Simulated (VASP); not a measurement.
# MgVFeP2O8F2 (P1) in VASP: a series of runs

The runs below take MgVFeP2O8F2 through electric field gradients, with PBE.

Everything below comes from runs of VASP 6.6.1. Logs are shortened: lines on timing, memory, paths and dates and some standing lists are left out, and cuts for length are marked.

### Step 1. The cell of the first run

The typed cell holds 15 atoms: a = 5.216 Å, b = 5.415 Å, c = 7.455 Å, α = 110.17°, β = 106.33°, γ = 96.92°.

### Step 2. Electric field gradients, PBE, collinear spin, ferromagnetic start

File INCAR:

```
ALGO = Normal
EDIFF = 1E-8
ENCUT = 520
GGA = PE
GGA_COMPAT = False
ISIF = 2
ISMEAR = -1
ISPIN = 2
KPAR = 4
LASPH = True
LCHARG = False
LEFG = True
LMAXMIX = 4
LORBIT = 11
LREAL = False
LWAVE = False
MAGMOM = 0 1 4 0 0 0 0 0 0 0 0 0 0 0 0
NBANDS = 64
NELM = 200
PREC = Accurate
SIGMA = 0.02
```

File KPOINTS:

```
k-points
0
Gamma
  5 5 4
```

File POSCAR:

```
MgVFeP2O8F2
1.0
    5.2157105377      0.0000000000      0.0000000000
   -0.6523413150      5.3759057865      0.0000000000
   -2.0959764692     -2.8438796852      6.5644126239
Mg V Fe P O F
1 1 1 2 8 2
Direct
    0.0843561400      0.4369606700      0.8318519100
    0.0015271100      0.0067566200      0.0120188700
    0.4855611200      0.4984880800      0.4887761900
    0.4419115600      0.1177741700      0.7627979400
    0.5667528900      0.8795781300      0.2403996400
    0.2954309200      0.1761151300      0.9254877900
    0.3529876000      0.8178607100      0.6239675000
    0.3390693400      0.3150489800      0.6620219800
    0.2530722300      0.7823572300      0.0946889200
    0.7642522300      0.2082849700      0.8649732000
    0.6303099000      0.6835349400      0.3439234000
    0.6289916100      0.1716828100      0.3976240100
    0.7267595900      0.8516840900      0.0921463800
    0.1320183800      0.3298355900      0.2705493500
    0.8594993600      0.6615378800      0.7369879100
```

Potentials or basis: VASP PAW PBE potentials, release 64 (Mg, V_sv, Fe, P, O, F).

Launch:

```bash
> cat potpaw_PBE.64/Mg/POTCAR potpaw_PBE.64/V_sv/POTCAR potpaw_PBE.64/Fe/POTCAR potpaw_PBE.64/P/POTCAR potpaw_PBE.64/O/POTCAR potpaw_PBE.64/F/POTCAR > POTCAR
> mpirun -np 4 vasp_std > vasp.out
```

OUTCAR:

```text
EDIFF = 1E-8
   ENCUT = 520
   GGA = PE
   ISIF = 2
   ISMEAR = -1
   ISPIN = 2
   LASPH = True
   LORBIT = 11
   LREAL = False
   NELM = 200
   PREC = Accurate

 ion  position               nearest neighbor table
   1  0.084  0.437  0.832-  15 1.96   9 2.05   6 2.08  10 2.08   8 2.09   4 2.73   2 3.05   2 3.11
                             5 3.25
   2  0.002  0.007  0.012-  13 1.91  14 1.97   9 2.01   6 2.06  10 2.08  15 2.10   1 3.05   1 3.11

   3  0.486  0.498  0.489-  11 1.94  14 1.94  12 1.98   7 1.99  15 2.11   8 2.12
   4  0.442  0.118  0.763-   7 1.52   8 1.57   6 1.57  10 1.57   1 2.73
   5  0.567  0.880  0.240-  11 1.53  12 1.54  13 1.54   9 1.59   1 3.25
   6  0.295  0.176  0.925-   4 1.57   2 2.06   1 2.08
   7  0.353  0.818  0.624-   4 1.52   3 1.99
   8  0.339  0.315  0.662-   4 1.57   1 2.09   3 2.12
   9  0.253  0.782  0.095-   5 1.59   2 2.01   1 2.05
  10  0.764  0.208  0.865-   4 1.57   2 2.08   1 2.08
  11  0.630  0.684  0.344-   5 1.53   3 1.94
  12  0.629  0.172  0.398-   5 1.54   3 1.98
  13  0.727  0.852  0.092-   5 1.54   2 1.91
  14  0.132  0.330  0.271-   3 1.94   2 1.97
  15  0.859  0.662  0.737-   1 1.96   2 2.10   3 2.11

  LATTYP: Found a triclinic cell.
 ALAT       =    12.3186911542
 B/A-ratio  =     1.1231765105
 C/A-ratio  =     1.3429092022
 COS(alpha) =     0.0072995120
 COS(beta)  =     0.5389273226
 COS(gamma) =     0.8437304310

  Lattice vectors:

 A1 = (  11.0837623904,  -5.3759057865,   0.0000000000)
 A2 = (   8.9877859212,  -8.2197854717,   6.5644126239)
 A3 = (  10.0600047911,   0.3118535839, -13.1288252478)

Analysis of symmetry for initial positions (statically):
=====================================================================
 Subroutine PRICEL returns:
 Original cell was already a primitive cell.

 Routine SETGRP: Setting up the symmetry group for a
 triclinic supercell.

 Subroutine GETGRP returns: Found  1 space group operations
 (whereof  1 operations were pure point group operations)
 out of a pool of  2 trial point group operations.

The static configuration has the point symmetry C_1 .

Analysis of symmetry for dynamics (positions and initial velocities):
=====================================================================
 Subroutine PRICEL returns:
 Original cell was already a primitive cell.

 Routine SETGRP: Setting up the symmetry group for a
 triclinic supercell.

 Subroutine GETGRP returns: Found  1 space group operations
 (whereof  1 operations were pure point group operations)
 out of a pool of  2 trial point group operations.

The dynamic configuration has the point symmetry C_1 .

Analysis of structural, dynamic, and magnetic symmetry:
=====================================================================
 Subroutine PRICEL returns:
 Original cell was already a primitive cell.

 Routine SETGRP: Setting up the symmetry group for a
 triclinic supercell.

 Subroutine GETGRP returns: Found  1 space group operations
 (whereof  1 operations were pure point group operations)
 out of a pool of  2 trial point group operations.

The overall configuration has the point symmetry C_1 .

 Subroutine INISYM returns: Found  1 space group operations
 (whereof  1 operations are pure point group operations),
 and found     1 'primitive' translations

----------------------------------------------------------------------------------------

                                     Primitive cell

  volume of cell :     184.0607
[... 3160 lines left out ...]
  -------------------------------------------------------------------------------------
  Total       -1.0097871     -1.5754199     -0.8171391     -0.0146383     -0.2107236      0.2237580
  in kB       -8.7898078    -13.7134240     -7.1128819     -0.1274208     -1.8342674      1.9477276
  external PRESSURE =      -9.8720379 kB  Pullay stress =       0.0000000 kB

 VOLUME and BASIS-vectors are now :
 -----------------------------------------------------------------------------
  energy-cutoff  :      520.00
  volume of cell :      184.06
      direct lattice vectors                 reciprocal lattice vectors
     5.215710538  0.000000000  0.000000000     0.191728431  0.023265359  0.071296883
    -0.652341315  5.375905786  0.000000000     0.000000000  0.186015165  0.080586760
    -2.095976469 -2.843879685  6.564412624     0.000000000  0.000000000  0.152336554

 POSITION                                       TOTAL-FORCE (eV/Angst)
 -----------------------------------------------------------------------------------
     -1.58861     -0.01663      5.46062        -0.017115      0.048713     -0.168898
     -0.02163      0.00214      0.07890        -0.280563     -0.170449      0.423485
      1.18290      1.28980      3.20853        -0.067164      0.055181     -0.082544
      0.62925     -1.53616      5.00732        -0.090310      0.062718     -0.498380
      1.87836      4.04486      1.57808        -0.191202     -0.061429      0.773869
     -0.51381     -1.68520      6.07528        -0.408770     -0.260797      0.338602
     -0.00026      2.62225      4.09598         0.000860      0.040960      0.123582
      0.17539     -0.18904      4.34579        -0.117052     -0.243928      0.285321
      0.61112      3.93659      0.62158        -0.278506      0.292280     -0.280312
      2.03728     -1.34016      5.67804         0.279224     -0.177696      0.282927
      2.12076      2.69654      2.25766         0.075321      0.225393     -0.218975
      2.33523     -0.20784      2.61017         0.095873     -0.113976     -0.201482
      3.04184      4.31652      0.60489         0.837524      0.555002     -0.523833
     -0.09366      1.00376      1.77600        -0.063439     -0.380880     -0.811050
      2.50664      1.46046      4.83789         0.225316      0.128909      0.557687
 -----------------------------------------------------------------------------------
    total drift:                               -0.000244     -0.000773      0.000775

  FREE ENERGIE OF THE ION-ELECTRON SYSTEM (eV)
  ---------------------------------------------------
  free  energy   TOTEN  =      -107.0988658508 eV

  energy  without entropy=     -107.0983064033  energy(sigma->0) =     -107.09858613

 Electric field gradients (V/A^2)
---------------------------------------------------------------------
 ion       V_xx      V_yy      V_zz      V_xy      V_xz      V_yz
---------------------------------------------------------------------
   1      -4.426    -4.953     9.379    10.097     1.553     1.610
   2      -0.704   -13.500    14.203   -12.714    -2.965   -37.151
   3      22.062   -31.063     9.000    -4.002    25.214    13.480
   4       8.027   -20.402    12.375     8.104     0.771   -15.255
   5      20.830   -20.419    -0.411     2.570    12.112     4.168
   6      52.076   -42.816    -9.260    12.097   -65.919   -14.709
   7     -44.683    47.691    -3.008   -18.226    -7.905    65.596
   8     -17.304    56.365   -39.061   -34.708     4.253   -55.037
   9      28.124   -29.875     1.751   -17.694    71.851     5.526
  10      71.273   -34.833   -36.440    10.432    56.038   -21.562
  11     -38.790    59.048   -20.258    -1.464     2.549   -64.757
  12     -37.994    25.525    12.469   -29.246   -12.627    71.896
  13      37.095   -37.114     0.019    23.359   -57.770   -29.663
  14     -25.859   -33.966    59.825     2.912    39.319    51.844
  15     -26.627   -13.207    39.834   -23.247    41.194    38.011
---------------------------------------------------------------------

 Electric field gradients after diagonalization (V/A^2)
 (convention: |V_zz| > |V_xx| > |V_yy|)
----------------------------------------------------------------------
 ion       V_xx      V_yy      V_zz     asymmetry (V_yy - V_xx)/ V_zz
----------------------------------------------------------------------
   1      10.384     4.406   -14.790       0.404
   2      40.589     2.228   -42.817       0.896
   3     -37.709    -4.240    41.949       0.798
   4      18.908     9.195   -28.103       0.346
   5     -21.253    -5.417    26.670       0.594
   6     -54.838   -41.632    96.470       0.137
   7     -51.453   -43.930    95.383       0.079
   8     -66.833   -24.918    91.751       0.457
   9     -65.124   -23.729    88.852       0.466
  10     -74.676   -20.474    95.150       0.570
  11     -56.665   -38.710    95.376       0.188
  12     -59.965   -37.931    97.896       0.225
  13     -55.021   -34.692    89.713       0.227
  14     -63.286   -31.120    94.406       0.341
  15      68.057     3.966   -72.022       0.890
----------------------------------------------------------------------

           NMR quadrupolar parameters

 Cq : quadrupolar parameter    Cq=e*Q*V_zz/h
 eta: asymmetry parameters     (V_yy - V_xx)/ V_zz
 Q  : nuclear electric quadrupole moment in mb (millibarn)
----------------------------------------------------------------------
 ion       Cq(MHz)       eta       Q (mb)
----------------------------------------------------------------------
   1      -0.036       0.404       1.000
   2      -0.104       0.896       1.000
   3       0.101       0.798       1.000
   4      -0.068       0.346       1.000
   5       0.064       0.594       1.000
   6       0.233       0.137       1.000
   7       0.231       0.079       1.000
   8       0.222       0.457       1.000
   9       0.215       0.466       1.000
  10       0.230       0.570       1.000
  11       0.231       0.188       1.000
  12       0.237       0.225       1.000
  13       0.217       0.227       1.000
  14       0.228       0.341       1.000
  15      -0.174       0.890       1.000
----------------------------------------------------------------------

 total charge

# of ion       s       p       d       tot
------------------------------------------
    1        0.127   0.146   0.065   0.339
    2        2.203   6.207   2.851  11.261
    3        0.320   0.467   5.836   6.622
    4        0.909   1.484   0.000   2.394
    5        0.907   1.496   0.000   2.403
    6        1.560   3.607   0.000   5.166
    7        1.567   3.585   0.000   5.153
    8        1.563   3.581   0.000   5.144
    9        1.558   3.600   0.000   5.158
   10        1.556   3.602   0.000   5.158
   11        1.567   3.580   0.000   5.147
   12        1.563   3.581   0.000   5.144
   13        1.565   3.598   0.000   5.163
   14        1.740   4.347   0.000   6.086
   15        1.735   4.385   0.000   6.120
--------------------------------------------------
tot         20.441  47.265   8.752  76.459

 magnetization (x)

# of ion       s       p       d       tot
------------------------------------------
    1       -0.000   0.001   0.000   0.000
    2       -0.010  -0.010  -1.666  -1.686
    3        0.014   0.019   3.985   4.018
    4        0.002   0.005   0.000   0.007
    5        0.003   0.006   0.000   0.009
    6        0.001   0.014   0.000   0.015
    7        0.009   0.082   0.000   0.091
    8        0.007   0.050   0.000   0.057
    9        0.001   0.020   0.000   0.021
   10        0.001   0.007   0.000   0.008
   11        0.011   0.118   0.000   0.129
   12        0.009   0.094   0.000   0.103
   13        0.002   0.029   0.000   0.031
   14        0.004   0.086   0.000   0.090
   15        0.003   0.036   0.000   0.039
--------------------------------------------------
tot          0.057   0.558   2.319   2.934
```

Run time: 54 min. Hardware: 4 MPI ranks of Intel Xeon Platinum 8559C (Emerald Rapids), shared host; peak memory 0.99 GiB.

What came out:

- Free energy: -107.0989 eV
- Pressure: -1.0 GPa
- Largest force: 1.133 eV/Å
- Band gap on the k mesh: 0.14 eV
- Net moment: 3.00 μB per cell
- Site moments: Mg +0.00; V -1.69; Fe +4.02; P +0.01; O +0.01, +0.09, +0.06, +0.02, +0.13, +0.10, +0.03 (each value once); F +0.09, +0.04 μB
- Largest electric field gradient by atom: Mg -14.8; V -42.8; Fe +41.9; P -28.1, +26.7; O +96.5, +95.4, +91.8, +88.9, +95.2, +97.9, +89.7 (each value once); F +94.4, -72.0 V/Å²
- Valence electrons inside the program's atomic spheres: Mg 0.34; V 11.26; Fe 6.62; P 2.39, 2.40; O 5.17, 5.15, 5.14, 5.16 (each value once); F 6.09, 6.12

Forces in eV/Å, atoms in the order of the input:
```
Mg  -0.017  0.049 -0.169
V   -0.281 -0.170  0.423
Fe  -0.067  0.055 -0.083
P   -0.090  0.063 -0.498
P   -0.191 -0.061  0.774
O   -0.409 -0.261  0.339
O    0.001  0.041  0.124
O   -0.117 -0.244  0.285
O   -0.279  0.292 -0.280
O    0.279 -0.178  0.283
O    0.075  0.225 -0.219
O    0.096 -0.114 -0.201
O    0.838  0.555 -0.524
F   -0.063 -0.381 -0.811
F    0.225  0.129  0.558
```

Stress tensor (GPa, compression positive):
```
-0.88 -0.01  0.19
-0.01 -1.37 -0.18
 0.19 -0.18 -0.71
```

Electric field gradients, principal values (V/Å²):
```tsv
atom	least	middle	greatest (by size)
1 Mg	4.406	10.384	-14.790
2 V	2.228	40.589	-42.817
3 Fe	-4.240	-37.709	41.949
4 P	9.195	18.908	-28.103
5 P	-5.417	-21.253	26.670
6 O	-41.632	-54.838	96.470
7 O	-43.930	-51.453	95.383
8 O	-24.918	-66.833	91.751
9 O	-23.729	-65.124	88.852
10 O	-20.474	-74.676	95.150
11 O	-38.710	-56.665	95.376
12 O	-37.931	-59.965	97.896
13 O	-34.692	-55.021	89.713
14 F	-31.120	-63.286	94.406
15 F	3.966	68.057	-72.022
```

Caveat: without QUAD_EFG the Cq values of the log hold for a quadrupole moment of 1 mb, not for the nuclei; an odd mesh through Γ misses points on the zone boundary, where band edges can lie; a cell with one magnetic atom can't hold antiferromagnetic order, which such compounds often take; forces of over 1 eV/Å act on the atoms, so gaps and moduli don't describe the material at rest.

[end of part 1 of 2]
